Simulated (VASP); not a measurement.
ScSi2:

```
Sc Si
1.0
     3.61000    0.00000    0.00000
    -1.80500    3.12635    0.00000
     0.00000    0.00000    3.97100
Sc Si
1 2
Cartesian
  0.0000 0.0000 0.0000
  0.0000 2.0842 1.9855
  1.8050 1.0421 1.9855
```

```yaml
Program: VASP 6.6.1
Task: relaxation of cell and atoms
Functional: PBE
Potentials_or_basis: VASP PAW PBE potentials, release 64 (Sc_sv, Si)
Cutoff: 500 eV
k_mesh: 7 × 7 × 5
Occupations: gaussian, width 0.05 eV
Spin: no spin polarisation
```

At the start: pressure 28.7 GPa; volume 14.94 Å³/atom.

Task: Where does the relaxation end?

Result: Over 11 steps the energy falls by 377.8 meV/atom and the volume is 16.98 Å³/atom (+13.6 %); space group P6/mmm (No. 191, to 0.1 Å) before and after.

The path:
```csv
step,energy change (eV),largest force (eV/Å),pressure (GPa),volume (Å³)
1,0.0000,0.0000,28.68,44.82
2,-0.5231,0.0000,-12.50,63.76
3,-1.0236,0.0000,-3.40,54.17
4,-1.0240,0.0000,-3.04,53.97
5,-1.1107,0.0000,-1.37,52.14
6,-1.1273,0.0000,-0.26,51.25
7,-1.1176,0.0000,2.33,49.46
8,-1.1321,0.0000,0.66,50.64
9,-1.1322,0.0000,0.78,50.56
10,-1.1333,0.0000,-0.34,51.08
11,-1.1335,0.0000,-0.01,50.93
```

Final structure:
```
Sc Si
1.0
     4.01588    0.00000    0.00000
    -2.00794    3.47786    0.00000
     0.00000    0.00000    3.64628
Sc Si
1 2
Direct
  0.00000 0.00000 0.00000
  0.33333 0.66667 0.50000
  0.66667 0.33333 0.50000
```
